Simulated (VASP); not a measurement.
A run of VASP 6.6.1 is set up as follows.

INCAR

```
ALGO     = Fast           # electronic algorithm
EDIFF    = 1E-6           # SCF threshold, eV
ENCUT    = 520            # plane-wave cutoff, eV
GGA      = PS             # functional
ISIF     = 2              # what is computed and relaxed
ISMEAR   = 0              # smearing method
LASPH    = T              # aspherical terms in the spheres
LCHARG   = F              # write CHGCAR
LREAL    = F              # projectors in reciprocal space
LWAVE    = F              # write WAVECAR
NBANDS   = 12             # bands
NELM     = 80             # most SCF steps
PREC     = Accurate       # precision mode
SIGMA    = 0.15           # smearing width, eV
```

KPOINTS

```
k-points
0
Gamma
  22 22 22
```

Contents of POSCAR:

```
Cu
1.0
    0.0000000000      1.6041562500      1.8075000000
    2.0108437500      0.0000000000      1.8075000000
    2.0108437500      1.6041562500      0.0000000000
Cu
1
Direct
    0.0000000000      0.0000000000      0.0000000000
```

Potentials or basis: VASP PAW PBE potentials, release 64 (Cu).

The run is started by

```sh
$ cat potpaw_PBE.64/Cu/POTCAR > POTCAR
$ mpirun -np 1 vasp_std > vasp.out
```

Task: Estimate the pressure.

Result: -2.7 GPa.

Stress tensor (GPa, compression positive):
```
-11.47   0.00   0.00
  0.00   0.72   0.00
  0.00   0.00   2.79
```

Caveat: the cell differs from its parent crystal (strain +0.1125 x Voigt [1, -1, 0, 0, 0, 0]); the PAW data sets were made with another functional, which shifts forces and pressure a little.
